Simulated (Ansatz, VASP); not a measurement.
## Two plane-wave programs on NiO

INCAR

```
SYSTEM = NiO
  ALGO = Normal
  EDIFF = 1E-6
  ENCUT = 600
  GGA = PE
  GGA_COMPAT = .False.
  ISIF = 2
  ISMEAR = -1
  ISPIN = 2
  LASPH = .True.
  LCHARG = .False.
  LMAXMIX = 4
  LORBIT = 11
  LREAL = .False.
  LWAVE = .False.
  MAGMOM = 1 0
  NBANDS = 23
  NELM = 200
  PREC = Accurate
  SIGMA = 0.05
```

KPOINTS

```
k-points
0
Gamma
  6 6 6
  0 0 0
```

The input POSCAR:

```
NiO
1.0
    0.0000000000      2.0913095100      2.0913095100
    2.0913095100      0.0000000000      2.0913095100
    2.0913095100      2.0913095100      0.0000000000
Ni O
1 1
Direct
    0.0000000000      0.0000000000      0.0000000000
    0.5000000000      0.5000000000      0.5000000000
```

Contents of input.yaml:

```yaml
crystal:
  lattice:
    - [0.0, 2.09130951, 2.09130951]
    - [2.09130951, 0.0, 2.09130951]
    - [2.09130951, 2.09130951, 0.0]
  atoms:
    - { symbol: Ni, position: [0.0, 0.0, 0.0], spin: 1.0 }
    - { symbol: O, position: [0.5, 0.5, 0.5] }
hamiltonian:
  xc: pbe
  pseudopotentials: { kind: paw }
magnetization:
  spin_polarized: true
kpoints:
  mp_grid: { grid: [6, 6, 6] }
scf:
  occupations: { method: fermi_dirac, width: 0.05 }
  n_extra_bands: 6
output:
  forces: true
  stress: true
  eigenvalues: true
  dos: { projected: true, de: 0.05, nscf_kmesh: { grid: [9, 9, 9] } }
  write_density: true
  write_potential: true
  elf: true
  volumetric_format: npy
```

Alike in both runs: functional PBE; k mesh 6 × 6 × 6; occupations fermi-dirac, width 0.05 eV; collinear spin.

```csv
,VASP,Ansatz
version,VASP 6.6.1,Ansatz 0.2.0
potentials or method,"VASP PAW PBE potentials, release 64 (Ni_sv_GW, O)",Ansatz PAW
plane-wave cutoff (eV),600,420
valence electrons in the cell,24,24
task,single point,projected density of states
```

```tsv
	VASP	Ansatz	Ansatz less VASP
gap on the k mesh at the Fermi level (eV)	none	none	-
pressure (GPa)	1.3	4.0	+2.66
net moment per atom (μB)	0.87	0.87	-0.001
size of the moment on the site where the two differ most (μB)	1.44	1.40	-0.035
```

Site moments also hang on the region over which each program counts them. A gap of «none» marks a metal or a gap that the smearing closes. The functional is the same, so the differences come from potentials, cutoffs and numerics.

The k mesh is coarse, so the values compare programs but aren't converged.
